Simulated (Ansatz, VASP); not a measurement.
**HfN: VASP beside Ansatz**

The input INCAR:

```
SYSTEM = HfN
PREC     = Accurate       ! precision mode
ENCUT    = 520            ! plane-wave cutoff, eV
EDIFF    = 1E-7           ! SCF threshold, eV
ISMEAR   = -1             ! smearing method
SIGMA    = 0.05           ! smearing width, eV
LREAL    = .False.        ! projectors in reciprocal space
LASPH    = .True.         ! aspherical terms in the spheres
NELM     = 60             ! most SCF steps
ALGO     = Normal         ! electronic algorithm
ISIF     = 2              ! what is computed and relaxed
LWAVE    = .False.        ! write WAVECAR
LCHARG   = .False.        ! write CHGCAR
GGA      = PE             ! functional
NBANDS   = 23             ! bands
```

The input KPOINTS:

```
Automatic mesh
0
Gamma
  10 10 6
  0 0 0
```

File POSCAR:

```
HfN
1.0
    3.1580519915      0.0000000000      0.0000000000
   -1.5790259957      2.7349532511      0.0000000000
    0.0000000000      0.0000000000      5.6681879018
Hf N
2 2
Direct
    0.0000000000      0.0000000000      0.0000000000
    0.0000000000      0.0000000000      0.5000000000
    0.3333333333      0.6666666667      0.2500000000
    0.6666666667      0.3333333333      0.7500000000
```

Input for Ansatz:

```yaml
crystal:
  lattice:
    - [3.1580519915, 0.0, 0.0]
    - [-1.5790259957, 2.7349532511, 0.0]
    - [0.0, 0.0, 5.6681879018]
  atoms:
    - { symbol: Hf, position: [0.0, 0.0, 0.0] }
    - { symbol: Hf, position: [0.0, 0.0, 0.5] }
    - { symbol: "N", position: [0.3333333333, 0.6666666667, 0.25] }
    - { symbol: "N", position: [0.6666666667, 0.3333333333, 0.75] }
kpoints:
  mp_grid: { grid: [10, 10, 6] }
scf:
  occupations: { method: fermi_dirac, width: 0.05 }
hamiltonian:
  xc: pbe
  pseudopotentials: { kind: all_electron, lapw: { basis_error: 0.0005 } }
output:
  forces: true
  stress: true
  eigenvalues: true
  populations: true
```

Alike in both runs: task single point; functional PBE; k mesh 10 × 10 × 6; occupations fermi-dirac, width 0.05 eV; no spin polarisation.

|  | VASP | Ansatz |
| --- | --- | --- |
| version | VASP 6.6.1 | Ansatz 0.2.0 |
| potentials or method | VASP PAW PBE potentials, release 64 (Hf_pv, N), cutoff 520 eV | all-electron LAPW, scalar-relativistic |

```csv
,VASP,Ansatz,Ansatz less VASP
pressure (GPa),-2.1,0.1,+2.14
"traceless stress, the component that is largest in VASP (GPa)",-0.59,0.04,+0.630
```

Ansatz ran all-electron here, and VASP with PAW potentials.

Spin-orbit coupling is off throughout.
